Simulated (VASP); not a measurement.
## Ba16H (a cell with a defect): single point with PBE

Crystal: Ba16H (a cell with a defect).

```
Ba H
1.0
    10.04000    0.00000    0.00000
     0.00000   10.04000    0.00000
     0.00000    0.00000   10.04000
Ba H
16 1
Cartesian
  0.1285 0.0446 -0.0587
  4.8127 0.2860 0.1955
  -0.1840 5.2648 0.1318
  0.1207 -0.0535 5.2090
  2.4655 2.5525 2.7211
  5.0140 5.0151 -0.1033
  5.2248 0.2545 5.0780
  7.6140 2.4632 2.0580
  0.0547 5.0708 5.0233
  2.6384 7.5972 2.5980
  2.4295 2.4303 7.6586
  4.8329 4.9199 5.2421
  7.5563 7.4523 2.4101
  7.8320 2.6008 7.7272
  2.7174 7.6275 7.6396
  7.7407 7.6481 7.2466
  6.5291 2.5898 -0.1993
```

- Program: VASP 6.6.1
- Task: single point
- Functional: PBE
- Potentials or basis: VASP PAW PBE potentials, release 64 (Ba_sv, H)
- Cutoff: 520 eV
- k mesh: 1 × 1 × 1
- Occupations: fermi-dirac, width 0.15 eV
- Spin: no spin polarisation

The pressure is -0.7 GPa and the largest force is 0.841 eV/Å.

Forces in eV/Å, atoms in the order of the input:
```
Ba   0.049 -0.279  0.246
Ba   0.611 -0.024 -0.331
Ba   0.756 -0.156 -0.334
Ba   0.052  0.168 -0.455
Ba  -0.155  0.036 -0.242
Ba   0.117 -0.315  0.112
Ba  -0.172 -0.191 -0.024
Ba   0.057  0.158  0.697
Ba   0.057 -0.018  0.030
Ba  -0.146 -0.037  0.055
Ba  -0.028  0.333 -0.062
Ba   0.495  0.111 -0.281
Ba  -0.209  0.381  0.274
Ba  -0.327 -0.048 -0.268
Ba  -0.289 -0.001 -0.136
Ba  -0.437 -0.122  0.581
H   -0.430  0.004  0.138
```

Stress tensor (GPa, compression positive):
```
-0.60 -0.03 -0.05
-0.03 -0.84  0.04
-0.05  0.04 -0.72
```

Levels at points of the mesh, in eV from the Fermi level:
```
           k point  band 78  band 79  band 80  band 81  band 82  band 83
(0.00, 0.00, 0.00)    -0.68    -0.61    -0.25     0.29     0.32     0.35
```

It took 4.5 min on 1 thread of Intel(R) Xeon(R) Platinum 8559C (Emerald Rapids) (shared host), peak memory 0.92 GiB.

Caveat: the k points lie up to 0.63 Å⁻¹ apart; spin-orbit coupling is left out, which moves the levels of the heavy elements.
